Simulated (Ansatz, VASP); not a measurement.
## Two plane-wave programs on Zr4C

The input INCAR:

```
PREC = Accurate ; ENCUT = 520
EDIFF = 1E-7 ; ISMEAR = 0
SIGMA = 0.1 ; LREAL = F
LASPH = T ; NELM = 150
ALGO = Normal ; ISIF = 2
LWAVE = F ; LCHARG = T
ISPIN = 2 ; MAGMOM = 1 1 1 1 0
LORBIT = 11 ; LMAXMIX = 4
GGA = PE ; LELF = T
LVHAR = T ; NBANDS = 38
```

Contents of KPOINTS:

```
regular mesh
0
Gamma
  4 4 4
```

POSCAR

```
Zr4C
1.0
    0.0000000000      3.9249072892      3.9249072892
    3.9249072892      0.0000000000      3.9249072892
    3.9249072892      3.9249072892      0.0000000000
Zr C
4 1
Direct
    0.6257133561      0.1228599318      0.6257133561
    0.6257133561      0.6257133561      0.6257133561
    0.1228599318      0.6257133561      0.6257133561
    0.6257133561      0.6257133561      0.1228599318
    0.0000000000      0.0000000000      0.0000000000
```

Input for Ansatz:

```yaml
crystal:
  lattice:
    - [0.0, 3.9249072892, 3.9249072892]
    - [3.9249072892, 0.0, 3.9249072892]
    - [3.9249072892, 3.9249072892, 0.0]
  atoms:
    - { symbol: Zr, position: [0.6257133561, 0.1228599318, 0.6257133561], spin: 1.0 }
    - { symbol: Zr, position: [0.6257133561, 0.6257133561, 0.6257133561], spin: 1.0 }
    - { symbol: Zr, position: [0.1228599318, 0.6257133561, 0.6257133561], spin: 1.0 }
    - { symbol: Zr, position: [0.6257133561, 0.6257133561, 0.1228599318], spin: 1.0 }
    - { symbol: C, position: [0.0, 0.0, 0.0] }
basis:
  ecutwfc: 420
kpoints:
  mp_grid: { grid: [4, 4, 4] }
hamiltonian:
  xc: pbe
scf:
  occupations: { method: gaussian, width: 0.1 }
  lower_state_search: "off"
output:
  forces: true
  stress: true
  eigenvalues: true
  populations: true
magnetization:
  spin_polarized: true
```

Alike in both runs: task single point; functional PBE; k mesh 4 × 4 × 4; occupations gaussian, width 0.1 eV; collinear spin.

|  | VASP | Ansatz |
| --- | --- | --- |
| version | VASP 6.6.1 | Ansatz 0.2.0 |
| potentials or method | VASP PAW PBE potentials, release 64 (Zr_sv, C), cutoff 520 eV | scalar-relativistic, plane waves, PAW |
| valence electrons in the cell | 52 | 52 |

```csv
,VASP,Ansatz,Ansatz less VASP
gap on the k mesh at the Fermi level (eV),none,none,-
pressure (GPa),0.3,0.2,-0.08
rms of the force components (eV/Å),0.003,0.001,-0.0024
net moment per atom (μB),0.00,0.00,0.000
```

Atom by atom the forces differ by 0.002 eV/Å (rms over components). A gap of «none» marks a metal or a gap that the smearing closes. Ansatz's warnings: seeded moment not kept.
